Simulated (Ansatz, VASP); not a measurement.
Two plane-wave programs on MgZr2O2

```
Mg Zr O
1.0
     3.53034    0.00000    0.00000
    -1.76517    3.05736    0.00000
     0.00000    0.00000    9.22364
Mg Zr O
1 2 2
Direct
  0.00000 0.00000 0.00000
  0.00000 0.00000 0.34742
  0.00000 0.00000 0.65258
  0.33333 0.66667 0.00000
  0.66667 0.33333 0.00000
```

Alike in both runs: task relaxation of cell and atoms; functional PBE; k mesh 12 × 12 × 4; occupations gaussian, width 0.1 eV; no spin polarisation.

```csv
,VASP,Ansatz
version,VASP 6.6.1,Ansatz 0.2.0
potentials or method,"VASP PAW PBE potentials, release 64 (Mg, Zr_sv, O), cutoff 600 eV","scalar-relativistic, plane waves, PAW"
valence electrons in the cell,38,46
```

```tsv
	VASP	Ansatz	Ansatz less VASP
gap on the k mesh at the Fermi level, each at its own relaxed structure (eV)	none	none	-
relaxed volume (Å³/atom)	19.58	19.67	+0.090
relaxed cell length with the largest relative difference (Å)	8.999	9.026	+0.0265
```

A gap of «none» marks a metal or a gap that the smearing closes. VASP's potentials hold 38 valence electrons a cell and Ansatz's 46, so a difference there can come from the potentials and not from the codes.
